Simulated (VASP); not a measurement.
**C: G0W0 quasiparticle levels with PBE**

Crystal: C.

```xyz
2
Lattice="-0.0517 1.7996 1.7996 1.7996 -0.0517 1.7996 1.7996 1.7996 -0.0517" Properties=species:S:1:pos:R:3 pbc="T T T"
C    -0.0002   -0.0002   -0.0002
C     0.8871    0.8871    0.8871
```

```yaml
Program: VASP 6.6.1
Task: G0W0 quasiparticle levels
Functional: PBE
Potentials_or_basis: VASP PAW PBE potentials, release 64 (C_GW)
Cutoff: 500 eV
k_mesh: 6 × 6 × 6
Occupations: gaussian, width 0.01 eV
Spin: no spin polarisation
Dipole_correction: no
GW_scheme: G0W0
GW_iterations: 1
Cutoff_of_the_response_function: 150
Frequency_points: 96
Empty_bands: 50
Further_INCAR_settings: ALGO = EVGW0; EDIFF = 1e-08; NBANDS = 54
```

The quasiparticle gap is 5.16 eV, the least direct quasiparticle gap is 6.59 eV and the band gap of the starting levels on the mesh is 3.94 eV. The least direct gap of the starting levels on the mesh is 4.99 eV.

Run time: 3 min on 1 thread of AMD EPYC 7R13 Processor (Zen 3) (shared host), peak memory 0.23 GiB.

Caveat: the k points lie up to 0.49 Å⁻¹ apart; bands, screening cutoff and mesh are small and nothing is extrapolated, so the quasiparticle values aren't converged.
